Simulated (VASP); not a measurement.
A run of VASP 6.6.1:

Contents of INCAR:

```
PREC = Accurate
ENCUT = 520
EDIFF = 1E-7
ISMEAR = -1
SIGMA = 0.05
LREAL = F
LASPH = T
NELM = 150
ALGO = Normal
ISIF = 2
LWAVE = F
LCHARG = F
ISPIN = 2
MAGMOM = 7.02
LORBIT = 11
LMAXMIX = 6
GGA = PE
NBANDS = 18
```

File KPOINTS:

```
Automatic mesh
0
Gamma
  10 10 10
```

The input POSCAR:

```
Eu
1.0
   -2.1939508085      2.1939508085      2.1939508085
    2.1939508085     -2.1939508085      2.1939508085
    2.1939508085      2.1939508085     -2.1939508085
Eu
1
Direct
    0.0000000000      0.0000000000      0.0000000000
```

Potentials or basis: VASP PAW PBE potentials, release 64 (Eu).

The run is started by

```sh
$ cat potpaw_PBE.64/Eu/POTCAR > POTCAR
$ mpirun -np 1 vasp_std > vasp.out
```

Hardware: 1 thread of Intel(R) Xeon(R) 6975P-C (Granite Rapids), with other jobs on the host.

How long does it take, and how much memory?

Wall time 47 s on 1 thread of Intel(R) Xeon(R) 6975P-C (Granite Rapids), with other jobs on the host, peak memory 0.21 GiB. Counts: scf iterations 19, k points 47.
